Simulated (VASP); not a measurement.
# AlIn (P6/mmm) in VASP: a series of runs

AlIn is run at these levels: PBE; tasks: single point.

All numbers are computed with VASP 6.6.1; they aren't measurements. Logs are shortened: lines on timing, memory, paths and dates and some standing lists are left out, and cuts for length are marked.

### 1 The cell of the first run

The structure is hexagonal, space group P6/mmm (No. 191). Conventional cell: a = 3.034 Å, b = 3.034 Å, c = 5.789 Å, α = 90.00°, β = 90.00°, γ = 120.00°. Al (site symmetry 6/mmm) has 2 In at 2.89 Å and 6 Al at 3.03 Å within 3.8 Å. In (site symmetry 6/mmm) has 2 Al at 2.89 Å and 6 In at 3.03 Å within 3.8 Å.

### 2 Single point, PBE

INCAR reads:

```
PREC = Accurate
ENCUT = 520
EDIFF = 1E-6
ISMEAR = -1
SIGMA = 0.05
LREAL = False
LASPH = True
NELM = 80
ALGO = Normal
ISIF = 2
LWAVE = False
LCHARG = False
GGA = PE
NBANDS = 15
```

KPOINTS reads:

```
regular mesh
0
Gamma
  10 10 5
```

POSCAR reads:

```
AlIn
1.0
    3.0336318656      0.0000000000      0.0000000000
   -1.5168208992      2.6272080557      0.0000000000
    0.0000000000      0.0000000000      5.7889045932
Al In
1 1
Direct
    0.0000000000      0.0000000000      0.0000000000
    0.0000000000      0.0000000000      0.5000000000
```

Potentials or basis: VASP PAW PBE potentials, release 64 (Al, In_d).

Command:

```sh
cat potpaw_PBE.64/Al/POTCAR potpaw_PBE.64/In_d/POTCAR > POTCAR
mpirun -np 1 vasp_std > vasp.out
```

OUTCAR:

```text
PREC = Accurate
   ENCUT = 520
   EDIFF = 1E-6
   ISMEAR = -1
   LREAL = False
   LASPH = True
   NELM = 80
   ISIF = 2
   GGA = PE

 ion  position               nearest neighbor table
   1  0.000  0.000  0.000-   2 2.89   2 2.89
   2  0.000  0.000  0.500-   1 2.89   1 2.89

  LATTYP: Found a hexagonal cell.
 ALAT       =     3.0336318656
 C/A-ratio  =     1.9082422817

  Lattice vectors:

 A1 = (   3.0336318656,   0.0000000000,   0.0000000000)
 A2 = (  -1.5168208992,   2.6272080557,   0.0000000000)
 A3 = (   0.0000000000,   0.0000000000,   5.7889045932)

Analysis of symmetry for initial positions (statically):
=====================================================================
 Subroutine PRICEL returns:
 Original cell was already a primitive cell.

 Routine SETGRP: Setting up the symmetry group for a
 hexagonal supercell.

 Subroutine GETGRP returns: Found 24 space group operations
 (whereof 24 operations were pure point group operations)
 out of a pool of 24 trial point group operations.

The static configuration has the point symmetry D_6h.

Analysis of symmetry for dynamics (positions and initial velocities):
=====================================================================
 Subroutine PRICEL returns:
 Original cell was already a primitive cell.

 Routine SETGRP: Setting up the symmetry group for a
 hexagonal supercell.

 Subroutine GETGRP returns: Found 24 space group operations
 (whereof 24 operations were pure point group operations)
 out of a pool of 24 trial point group operations.

The dynamic configuration has the point symmetry D_6h.

 Subroutine INISYM returns: Found 24 space group operations
 (whereof 24 operations are pure point group operations),
 and found     1 'primitive' translations

----------------------------------------------------------------------------------------

                                     Primitive cell

  volume of cell :      46.1375

  direct lattice vectors                    reciprocal lattice vectors
     3.033631866  0.000000000  0.000000000     0.329637888  0.190316727  0.000000000
    -1.516820899  2.627208056  0.000000000     0.000000000  0.380632207  0.000000000
     0.000000000  0.000000000  5.788904593     0.000000000  0.000000000  0.172744253

  length of vectors
     3.033631866  3.033639367  5.788904593     0.380633148  0.380632207  0.172744253

[... 80 lines left out ...]
   EDIFF  = 0.1E-05   stopping-criterion for ELM
   LREAL  =      F    real-space projection
[... 7 lines left out ...]
   TEBEG  =    0.0;   TEEND  =   0.0 temperature during run
   PSTRESS=    0.0 pullay stress
   NELECT =      16.0000    total number of electrons
   NUPDOWN=      -1.0000    fix difference up-down
   EMIN   =  10.00;   EMAX   =-10.00  energy-range for DOS
   EFERMI =   0.00;   METHOD = LEGACY
   ISMEAR =    -1;   SIGMA  =   0.05  broadening in eV -4-tet -1-fermi 0-gaus
   EFERMI_NEDOS =   21; number of points for ismear=-14 and -15
   IALGO  =     38    algorithm
   IMIX   =      4    mixing-type and parameters
     AMIX     =   0.40;   BMIX     =  1.00
     AMIX_MAG =   1.60;   BMIX_MAG =  1.00
  volume/ion in A,a.u.               =      23.07       155.68
  Fermi-wavevector in a.u.,A,eV,Ry     =   1.150174  2.173514 17.999153  1.322900
  Thomas-Fermi vector in A             =   2.286839
   LORBIT       =      0    0 simple, 1 ext, 2 COOP (PROOUT), +10 PAW based schemes
   GGA     = PE    functional components
   LHFCALC =     F    Hartree Fock is set to
   AEXX    =    0.0000 exact exchange contribution
   IVDW    =     0    specifies the selected vdW correction
   LEPSILON=     F    determine dielectric tensor
   LRPA    =     F    only Hartree local field effects (RPA)
 non-spin polarized calculation
  energy-cutoff  :      520.00
  volume of cell :       46.14
 maximum number of plane-waves:      1259
 NGX is ok and might be reduce to    24
   NGX = 11   NGY = 11   NGZ = 21

 number of electron      15.9999992 magnetization

 Free energy of the ion-electron system (eV)
  ---------------------------------------------------
  ext. energy  EPLUGINS =         0.00000000
  ---------------------------------------------------
  free energy    TOTEN  =        -5.77464215 eV

  energy without entropy =       -5.75747066  energy(sigma->0) =       -5.76605641

 E-fermi :   6.7530     XC(G=0):  -9.9122

 val. band max:        6.7163699180   @ k =   0.3000   0.3000   0.4000
 cond. band min:       6.7551234143   @ k =   0.3000   0.1000   0.2000
 fundamental gap:      0.0387534963
 Fermi energy:         6.7530427442

 k-point     1 :       0.0000    0.0000    0.0000
  band No.  band energies     occupation
      1      -8.1830      2.00000
      2      -8.0135      2.00000
      3      -8.0134      2.00000
      4      -7.6106      2.00000
      5      -7.6105      2.00000
      6      -2.9398      2.00000
      7       1.2082      2.00000
      8       2.7758      2.00000
      9      14.3980      0.00000
     10      16.1288      0.00000
     11      17.0943      0.00000
     12      17.0943      0.00000
     13      18.7920      0.00000
     14      18.7921      0.00000
[... 401 lines left out ...]
      2      -7.9689      2.00000
      3      -7.7122      2.00000
      4      -7.6807      2.00000
      5      -7.4825      2.00000
      6       2.0795      2.00000
      7       4.4604      2.00000
      8       4.6937      2.00000
      9       6.7093      1.41159
     10       8.8050      0.00000
     11      10.9347      0.00000
     12      11.6688      0.00000
     13      13.6187      0.00000
     14      16.2344      0.00000
     15      17.3753      0.00000

 [... further k-points ...]

------------------------ aborting loop because EDIFF is reached ----------------------------------------

  FORCE on cell =-STRESS in cart. coord.  units (eV):
  Direction    XX          YY          ZZ          XY          YZ          ZX
  --------------------------------------------------------------------------------------
  -------------------------------------------------------------------------------------
  Total        0.3528025      0.3528041      0.0295971     -0.0000007      0.0000000      0.0000000
  in kB       12.2514799     12.2515340      1.0277946     -0.0000232      0.0000000      0.0000000
  external PRESSURE =       8.5102695 kB  Pullay stress =       0.0000000 kB

 VOLUME and BASIS-vectors are now :
 -----------------------------------------------------------------------------
  energy-cutoff  :      520.00
  volume of cell :       46.14
      direct lattice vectors                 reciprocal lattice vectors
     3.033631866  0.000000000  0.000000000     0.329637888  0.190316727  0.000000000
    -1.516820899  2.627208056  0.000000000     0.000000000  0.380632207  0.000000000
     0.000000000  0.000000000  5.788904593     0.000000000  0.000000000  0.172744253

 POSITION                                       TOTAL-FORCE (eV/Angst)
 -----------------------------------------------------------------------------------
      0.00000      0.00000      0.00000        -0.000000      0.000000      0.000000
      0.00000      0.00000      2.89445         0.000000      0.000000      0.000000
 -----------------------------------------------------------------------------------
    total drift:                                0.000000     -0.000000      0.000000

  FREE ENERGIE OF THE ION-ELECTRON SYSTEM (eV)
  ---------------------------------------------------
  free  energy   TOTEN  =        -5.7746421541 eV

  energy  without entropy=       -5.7574706636  energy(sigma->0) =       -5.76605641
```

OSZICAR:

```text
N       E                     dE             d eps       ncg     rms          rms(c)
DAV:   1     0.895863624807E+02    0.89586E+02   -0.71498E+03  1267   0.117E+03
DAV:   2    -0.107510163445E+01   -0.90661E+02   -0.86804E+02  1358   0.284E+02
DAV:   3    -0.572552618991E+01   -0.46504E+01   -0.46111E+01  1687   0.619E+01
DAV:   4    -0.584653336812E+01   -0.12101E+00   -0.12096E+00  1573   0.101E+01
DAV:   5    -0.585355299637E+01   -0.70196E-02   -0.70193E-02  1922   0.213E+00    0.338E+00
DAV:   6    -0.578574839998E+01    0.67805E-01   -0.11229E-01  1631   0.578E+00    0.176E+00
DAV:   7    -0.577635700312E+01    0.93914E-02   -0.19462E-02  1597   0.159E+00    0.468E-01
DAV:   8    -0.577483960154E+01    0.15174E-02   -0.11717E-03  1679   0.263E-01    0.164E-01
DAV:   9    -0.577464271691E+01    0.19688E-03   -0.27451E-04  1470   0.156E-01    0.447E-02
DAV:  10    -0.577464209935E+01    0.61757E-06   -0.14644E-05  1674   0.326E-02    0.128E-02
DAV:  11    -0.577464215409E+01   -0.54738E-07   -0.22846E-06  1293   0.236E-02
   1 F= -.57746422E+01 E0= -.57660564E+01  d E =-.171715E-01
```

stdout:

```text
POSCAR found type information on POSCAR AlIn
 POSCAR found :  2 types and       2 ions
 scaLAPACK will be used
 LDA part: xc-table for (Slater+PW92), standard interpolation
 POSCAR, INCAR and KPOINTS ok, starting setup
 FFT: planning ... GRIDC
 FFT: planning ... GRID_SOFT
 FFT: planning ... GRID
 WAVECAR not read
 entering main loop
```

Run time: 19 s. Hardware: 1 thread of Intel Xeon Platinum 8375C at 2.90GHz (Ice Lake), shared host; peak memory 0.18 GiB.

Results:

```yaml
Free_energy: -5.7746 eV
Pressure: 0.9 GPa
Band_gap_on_the_k_mesh: zero (band 8 reaches 8.45 eV, above the bottom of band 9 at 4.80 eV)
```

Caveat: spin-orbit coupling is left out, which moves the levels of the heavy elements.

[end of part 1 of 2]
